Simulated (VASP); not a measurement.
Input of a VASP 6.6.1 run:

Contents of INCAR:

```
SYSTEM = WC
  ALGO = Normal
  EDIFF = 1E-6
  ENCUT = 520
  ISIF = 2
  ISMEAR = -1
  LASPH = .True.
  LCHARG = .True.
  LELF = .True.
  LREAL = .False.
  LVHAR = .True.
  LWAVE = .False.
  NBANDS = 16
  NELM = 80
  PREC = Accurate
  SIGMA = 0.05
```

KPOINTS

```
k-points
0
Gamma
  10 10 10
  0 0 0
```

POSCAR

```
WC
1.0
    0.0000000000      2.1926840000      2.1926840000
    2.1926840000      0.0000000000      2.1926840000
    2.1926840000      2.1926840000      0.0000000000
W C
1 1
Direct
    0.0000000000      0.0000000000      0.0000000000
    0.5000000000      0.5000000000      0.5000000000
```

Potentials or basis: VASP PAW LDA potentials, release 64 (W_sv, C).

Run with:

```bash
$ cat potpaw_LDA.64/W_sv/POTCAR potpaw_LDA.64/C/POTCAR > POTCAR
$ mpirun -np 1 vasp_std > vasp.out
```

Problem. Predict the pressure.

Solution. -14.0 GPa.

Problem. What does it give for the band gap on the k mesh?

Solution. Zero (band 9 reaches 13.31 eV, above the bottom of band 10 at 10.14 eV).

Caveat: spin-orbit coupling is left out, which moves the levels of the heavy elements.
